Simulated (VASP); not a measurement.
# Sn (Fm-3m) in VASP: notebook

Runs on Sn. Level: PBEsol. Tasks: single point, relaxation of cell and atoms.

Program: VASP 6.6.1. These are calculated values, not measurements. Logs are shortened: lines on timing, memory, paths and dates and some standing lists are left out, and cuts for length are marked.

### 1 The cell of the first run

The structure is cubic, space group Fm-3m (No. 225). The conventional cell has a = 4.918 Å, b = 4.918 Å, c = 4.918 Å, α = 90.00°, β = 90.00°, γ = 90.00°. Sn (site symmetry m-3m) has 12 Sn at 3.48 Å within 4.6 Å.

### 2 Single point, PBEsol (volume scaled by 1.12)

The input, INCAR:

```
PREC     = Accurate       # precision mode
ENCUT    = 520            # plane-wave cutoff, eV
EDIFF    = 1E-7           # SCF threshold, eV
ISMEAR   = -1             # smearing method
SIGMA    = 0.1            # smearing width, eV
LREAL    = False          # projectors in reciprocal space
LASPH    = True           # aspherical terms in the spheres
NELM     = 100            # most SCF steps
ALGO     = Normal         # electronic algorithm
ISIF     = 2              # what is computed and relaxed
LWAVE    = False          # write WAVECAR
LCHARG   = False          # write CHGCAR
GGA      = PS             # functional
NBANDS   = 13             # bands
```

The input, KPOINTS:

```
regular mesh
0
Gamma
  13 13 13
```

The input, POSCAR:

```
Sn
1.0
    0.0000000000      2.4589899452      2.4589899452
    2.4589899452      0.0000000000      2.4589899452
    2.4589899452      2.4589899452      0.0000000000
Sn
1
Direct
    0.0000000000      0.0000000000      0.0000000000
```

Potentials or basis: VASP PAW PBE potentials, release 64 (Sn_d).

Started as:

```sh
$ cat potpaw_PBE.64/Sn_d/POTCAR > POTCAR
$ mpirun -np 1 vasp_std > vasp.out
```

OUTCAR:

```text
PREC = Accurate
   ENCUT = 520
   EDIFF = 1E-7
   ISMEAR = -1
   LREAL = False
   LASPH = True
   NELM = 100
   ISIF = 2
   GGA = PS

 ion  position               nearest neighbor table
   1  0.000  0.000  0.000-

  LATTYP: Found a face centered cubic cell.
 ALAT       =     4.9179798904

  Lattice vectors:

 A1 = (   0.0000000000,   2.4589899452,   2.4589899452)
 A2 = (   2.4589899452,   0.0000000000,   2.4589899452)
 A3 = (   2.4589899452,   2.4589899452,   0.0000000000)

Analysis of symmetry for initial positions (statically):
=====================================================================
 Subroutine PRICEL returns:
 Original cell was already a primitive cell.

 Routine SETGRP: Setting up the symmetry group for a
 face centered cubic supercell.

 Subroutine GETGRP returns: Found 48 space group operations
 (whereof 48 operations were pure point group operations)
 out of a pool of 48 trial point group operations.

The static configuration has the point symmetry O_h .

Analysis of symmetry for dynamics (positions and initial velocities):
=====================================================================
 Subroutine PRICEL returns:
 Original cell was already a primitive cell.

 Routine SETGRP: Setting up the symmetry group for a
 face centered cubic supercell.

 Subroutine GETGRP returns: Found 48 space group operations
 (whereof 48 operations were pure point group operations)
 out of a pool of 48 trial point group operations.

The dynamic configuration has the point symmetry O_h .

 Subroutine INISYM returns: Found 48 space group operations
 (whereof 48 operations are pure point group operations),
 and found     1 'primitive' translations

----------------------------------------------------------------------------------------

                                     Primitive cell

  volume of cell :      29.7372

  direct lattice vectors                    reciprocal lattice vectors
     0.000000000  2.458989945  2.458989945    -0.203335520  0.203335520  0.203335520
     2.458989945  0.000000000  2.458989945     0.203335520 -0.203335520  0.203335520
     2.458989945  2.458989945  0.000000000     0.203335520  0.203335520 -0.203335520

  length of vectors
     3.477536930  3.477536930  3.477536930     0.352187452  0.352187452  0.352187452

  position of ions in fractional coordinates (direct lattice)
     0.000000000  0.000000000  0.000000000

  ion indices of the primitive-cell ions
   primitive index   ion index
                 1           1

----------------------------------------------------------------------------------------

 KPOINTS: regular mesh

Automatic generation of k-mesh.
 Grid dimensions read from file:
 generate k-points for:   13   13   13

 Generating k-lattice:

  Cartesian coordinates                     Fractional coordinates (reciprocal lattice)
    -0.015641194  0.015641194  0.015641194     0.076923077  0.000000000  0.000000000
     0.015641194 -0.015641194  0.015641194     0.000000000  0.076923077  0.000000000
     0.015641194  0.015641194 -0.015641194     0.000000000  0.000000000  0.076923077

  Length of vectors
     0.027091342  0.027091342  0.027091342

  Shift w.r.t. Gamma in fractional coordinates (k-lattice)
     0.000000000  0.000000000  0.000000000

 Subroutine IBZKPT returns following result:
 ===========================================

 Found     84 irreducible k-points:

 Following reciprocal coordinates:
            Coordinates               Weight
  0.000000  0.000000  0.000000      1.000000
  0.076923  0.000000  0.000000      8.000000
  0.153846  0.000000  0.000000      8.000000
  0.230769  0.000000  0.000000      8.000000
  0.307692  0.000000  0.000000      8.000000
  0.384615  0.000000  0.000000      8.000000
[... 16 lines left out ...]
  0.384615  0.153846  0.000000     24.000000
  0.461538  0.153846  0.000000     24.000000
 [... further k-points ...]
   k-points           NKPTS =     84   k-points in BZ     NKDIM =     84   number of bands    NBANDS=     13
   number of dos      NEDOS =    301   number of ions     NIONS =      1
   total plane-waves  NPLWV =  21952
   dimension x,y,z NGX =    28 NGY =   28 NGZ =   28
   dimension x,y,z NGXF=    56 NGYF=   56 NGZF=   56
   ions per type =               1
   NGX,Y,Z   is equivalent  to a cutoff of  13.39, 13.39, 13.39 a.u.
   NGXF,Y,Z  is equivalent  to a cutoff of  26.77, 26.77, 26.77 a.u.
 SYSTEM =  unknown system
   PREC   = accura    normal or accurate (medium, high low for compatibility)
   ISTART =      0    job   : 0-new  1-cont  2-samecut
   ICHARG =      2    charge: 1-file 2-atom 10-const
   ISPIN  =      1    spin polarized calculation?
   LNONCOLLINEAR =      F non collinear calculations
   LSORBIT =      F    spin-orbit coupling
   LASPH  =      T    aspherical Exc in radial PAW
   ENCUT  =  520.0 eV  38.22 Ry    6.18 a.u.   6.47  6.47  6.47*2*pi/ulx,y,z
   NELM   =    100;   NELMIN=  2; NELMDL= -5     # of ELM steps
   EDIFF  = 0.1E-06   stopping-criterion for ELM
   LREAL  =      F    real-space projection
   EDIFFG = 0.1E-05   stopping-criterion for IOM
   NSW    =      0    number of steps for IOM
   IBRION =     -1    ionic relax: 0-MD 1-quasi-New 2-CG
   NFREE  =      0    steps in history (QN), initial steepest desc. (CG)
   ISIF   =      2    stress and relaxation
   ISYM   =      2    0-nonsym 1-usesym 2-fastsym
   POTIM  = 0.5000    time-step for ionic-motion
   TEBEG  =    0.0;   TEEND  =   0.0 temperature during run
   PSTRESS=    0.0 pullay stress
   NELECT =      14.0000    total number of electrons
   NUPDOWN=      -1.0000    fix difference up-down
   EMIN   =  10.00;   EMAX   =-10.00  energy-range for DOS
   EFERMI =   0.00;   METHOD = LEGACY
   ISMEAR =    -1;   SIGMA  =   0.10  broadening in eV -4-tet -1-fermi 0-gaus
   EFERMI_NEDOS =   21; number of points for ismear=-14 and -15
   IALGO  =     38    algorithm
   IMIX   =      4    mixing-type and parameters
     AMIX     =   0.40;   BMIX     =  1.00
     AMIX_MAG =   1.60;   BMIX_MAG =  1.00
  volume/ion in A,a.u.               =      29.74       200.68
  Fermi-wavevector in a.u.,A,eV,Ry     =   1.273554  2.406668 22.067837  1.621940
  Thomas-Fermi vector in A             =   2.406371
   LORBIT       =      0    0 simple, 1 ext, 2 COOP (PROOUT), +10 PAW based schemes
   GGA     = PS    functional components
   LHFCALC =     F    Hartree Fock is set to
   AEXX    =    0.0000 exact exchange contribution
   IVDW    =     0    specifies the selected vdW correction
   LEPSILON=     F    determine dielectric tensor
   LRPA    =     F    only Hartree local field effects (RPA)
 non-spin polarized calculation
  energy-cutoff  :      520.00
  volume of cell :       29.74
 maximum number of plane-waves:       821
 NGX is ok and might be reduce to    28
   NGX = 13   NGY = 13   NGZ = 13

 number of electron      14.0000000 magnetization

 Free energy of the ion-electron system (eV)
  ---------------------------------------------------
  ext. energy  EPLUGINS =         0.00000000
  ---------------------------------------------------
  free energy    TOTEN  =        -4.18722639 eV

  energy without entropy =       -4.16891086  energy(sigma->0) =       -4.17806863

 E-fermi :   6.9684     XC(G=0): -10.0870

 val. band max:        6.9100943524   @ k =   0.3846   0.3077   0.0000
 cond. band min:       6.9904791059   @ k =   0.3077   0.0769   0.0000
 fundamental gap:      0.0803847536
 Fermi energy:         6.9683631463

 k-point     1 :       0.0000    0.0000    0.0000
  band No.  band energies     occupation
      1     -14.4773      2.00000
      2     -14.4773      2.00000
      3     -14.4773      2.00000
      4     -14.4195      2.00000
      5     -14.4195      2.00000
      6      -3.5857      2.00000
      7      13.9023      0.00000
      8      13.9023      0.00000
      9      13.9023      0.00000
     10      17.4423      0.00000
     11      18.2472      0.00000
     12      18.2472      0.00000
     13      18.2472      0.00000

 k-point     2 :       0.0769    0.0000    0.0000
  band No.  band energies     occupation
      1     -14.4769      2.00000
      2     -14.4736      2.00000
      3     -14.4736      2.00000
      4     -14.4195      2.00000
      5     -14.4195      2.00000
      6      -3.4730      2.00000
      7      12.7592      0.00000
      8      13.7400      0.00000
      9      13.7400      0.00000
     10      16.7811      0.00000
     11      18.5346      0.00000
     12      18.5346      0.00000
     13      19.5276      0.00000

 k-point     3 :       0.1538    0.0000    0.0000
  band No.  band energies     occupation
      1     -14.4758      2.00000
      2     -14.4658      2.00000
      3     -14.4658      2.00000
      4     -14.4172      2.00000
      5     -14.4172      2.00000
      6      -3.1352      2.00000
      7      10.5870      0.00000
      8      13.3665      0.00000
      9      13.3665      0.00000
     10      16.3743      0.00000
     11      19.0908      0.00000
     12      19.0908      0.00000
     13      20.0620      0.00000
[... 305 lines left out ...]
 k-point    23 :       0.3846    0.1538    0.0000
  band No.  band energies     occupation
      1     -14.4883      2.00000
      2     -14.4560      2.00000
      3     -14.4408      2.00000
      4     -14.4015      2.00000
      5     -14.3676      2.00000
      6      -1.1074      2.00000
      7       5.9123      1.99995
      8      10.6505      0.00000
      9      10.9386      0.00000
     10      14.4493      0.00000
     11      18.0249      0.00000
     12      20.0125      0.00000
     13      20.4099      0.00000

 k-point    24 :       0.4615    0.1538    0.0000
  band No.  band energies     occupation
      1     -14.4847      2.00000
      2     -14.4555      2.00000
      3     -14.4454      2.00000
      4     -14.3895      2.00000
      5     -14.3591      2.00000
      6      -0.1405      2.00000
      7       4.2209      2.00000
      8      10.0252      0.00000
      9      10.9845      0.00000
     10      14.3555      0.00000
     11      18.8124      0.00000
     12      19.3057      0.00000
     13      20.7960      0.00000

 [... further k-points ...]
[... 5 lines left out ...]
  --------------------------------------------------------------------------------------
  -------------------------------------------------------------------------------------
  Total       -0.8969484     -0.8969484     -0.8969484     -0.0000000      0.0000000      0.0000000
  in kB      -48.3256609    -48.3256609    -48.3256609     -0.0000000      0.0000000      0.0000000
  external PRESSURE =     -48.3256609 kB  Pullay stress =       0.0000000 kB

 VOLUME and BASIS-vectors are now :
 -----------------------------------------------------------------------------
  energy-cutoff  :      520.00
  volume of cell :       29.74
      direct lattice vectors                 reciprocal lattice vectors
     0.000000000  2.458989945  2.458989945    -0.203335520  0.203335520  0.203335520
     2.458989945  0.000000000  2.458989945     0.203335520 -0.203335520  0.203335520
     2.458989945  2.458989945  0.000000000     0.203335520  0.203335520 -0.203335520

 POSITION                                       TOTAL-FORCE (eV/Angst)
 -----------------------------------------------------------------------------------
      0.00000      0.00000      0.00000         0.000000      0.000000      0.000000
 -----------------------------------------------------------------------------------
    total drift:                               -0.000000     -0.000000     -0.000000

  FREE ENERGIE OF THE ION-ELECTRON SYSTEM (eV)
  ---------------------------------------------------
  free  energy   TOTEN  =        -4.1872263941 eV

  energy  without entropy=       -4.1689108566  energy(sigma->0) =       -4.17806863
```

Run time: 32 s. Hardware: 1 thread of Intel Xeon Platinum 8259CL at 2.50GHz (Skylake/Cascade Lake), shared host; peak memory 0.17 GiB.

What came out:

| Quantity | Value |
| --- | --- |
| Free energy | -4.1872 eV |
| Pressure | -4.8 GPa |
| Band gap on the k mesh | zero (band 7 reaches 13.90 eV, above the bottom of band 8 at 5.17 eV) |

Caveat: the PAW data sets were made with another functional, which shifts forces and pressure a little; spin-orbit coupling is left out, which moves the levels of the heavy elements.

(Continued in part 2 of 2.)
